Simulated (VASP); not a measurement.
MoS2: single point with PBEsol

MoS2:

```xyz
3
Lattice="1.5716 0.9073 6.2793 -1.5716 0.9073 6.2793 0.0000 -1.8147 6.2793" Properties=species:S:1:pos:R:3 pbc="T T T"
Mo    0.0000    0.0000    0.0019
S     0.0000    0.0000    7.8396
S     0.0000    0.0000    4.7234
```

* Program: VASP 6.6.1
* Task: single point
* Functional: PBEsol
* Potentials or basis: VASP PAW PBE potentials, release 64 (Mo_sv, S)
* Cutoff: 520 eV
* k mesh: 10 × 10 × 10
* Occupations: fermi-dirac, width 0.05 eV
* Spin: no spin polarisation
* Dipole correction: no
* Further INCAR settings: ALGO = Normal; EDIFF = 1e-07; NBANDS = 20

* Pressure: 0.0 GPa
* Band gap on the k mesh: 1.04 eV (least direct gap 2.03 eV)

Levels at points of the mesh, in eV from the valence-band top:
| k point | band 10 | band 11 | band 12 | band 13 | band 14 | band 15 | band 16 | band 17 |
| --- | --- | --- | --- | --- | --- | --- | --- | --- |
| (0.00, 0.00, 0.00) | -2.09 | -2.09 | -1.32 | -1.15 | 2.23 | 2.23 | 2.60 | 2.60 |
| (0.50, 0.00, 0.00) | -3.84 | -2.31 | -1.43 | -1.37 | 1.81 | 2.20 | 3.58 | 3.68 |
| (0.50, 0.50, 0.00) | -3.79 | -2.82 | -1.58 | -1.20 | 1.77 | 2.34 | 3.14 | 4.04 |
| (0.50, 0.50, 0.50) | -3.24 | -2.06 | -2.06 | 0.00 | 2.31 | 2.31 | 2.50 | 2.50 |

Run time: 4.9 min on 1 thread of AMD EPYC 9R45 96-Core Processor (Zen 5) (shared host), peak memory 0.37 GiB.

Caveat: the PAW data sets were made with another functional, which shifts forces and pressure a little. A k mesh can miss the band edges.
